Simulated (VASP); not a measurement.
Runs of VASP 6.6.1 on LiF. The structure is that of space group Fm-3m (No. 225), or close to it. The cells are those of the table. 

| task | cell | cutoff (eV) | gap on the mesh (eV) | pressure (GPa) |
| --- | --- | --- | --- | --- |
| single point | a = 2.787 Å, angles 60.0°, 2 atoms | 520 | 9.51 | - |
| relaxation of cell and atoms | relaxed to 10 GPa from a = 2.834 Å, angles 60.0°, 2 atoms | 600 | (a) | 10.0 |
| relaxation of cell and atoms | relaxed to 15 GPa from a = 2.834 Å, angles 60.0°, 2 atoms | 600 | 10.58 | 15.0 |
| relaxation of cell and atoms | relaxed to 2 GPa from a = 2.834 Å, angles 60.0°, 2 atoms | 600 | 9.35 | 2.0 |
| single point | a = 2.821 Å, angles 60.0°, 2 atoms | 520 | (c) | - |
| relaxation of cell and atoms | relaxed to 1 GPa from a = 2.834 Å, angles 60.0°, 2 atoms | 600 | 9.24 | 1.0 |
| single point | a = 2.695 Å, angles 60.0°, 2 atoms | 520 | 10.55 | - |
| single point | a = 2.732 Å, angles 60.0°, 2 atoms | 520 | 10.11 | - |
| relaxation of cell and atoms | relaxed to 7 GPa from a = 2.834 Å, angles 60.0°, 2 atoms | 600 | (b) | 7.0 |
| single point | a = 2.758 Å, angles 60.0°, 2 atoms | 520 | 9.82 | - |
| relaxation of cell and atoms | relaxed to 4 GPa from a = 2.834 Å, angles 60.0°, 2 atoms | 600 | 9.57 | 4.0 |
| single point | a = 2.809 Å, angles 60.0°, 2 atoms | 520 | 9.29 | - |

Alike in all rows: level PBEsol; potentials or basis VASP PAW PBE potentials, release 64 (Li_sv, F); no spin polarisation; k mesh 10 × 10 × 10; smearing gaussian 0.01 eV.

Task: Fill in the values left out.

Result: (a) 10.16; (b) 9.88; (c) 9.18.

Caveats: the cutoff is under 1.25 times the usual one of these potentials, so pressure, stress and relaxed cells hold a basis-set (Pulay) error; the PAW data sets were made with another functional, which shifts forces and pressure a little; the cell is relaxed towards a set pressure, so the enthalpy falls and the energy may rise (some runs).

A k mesh can miss the band edges.
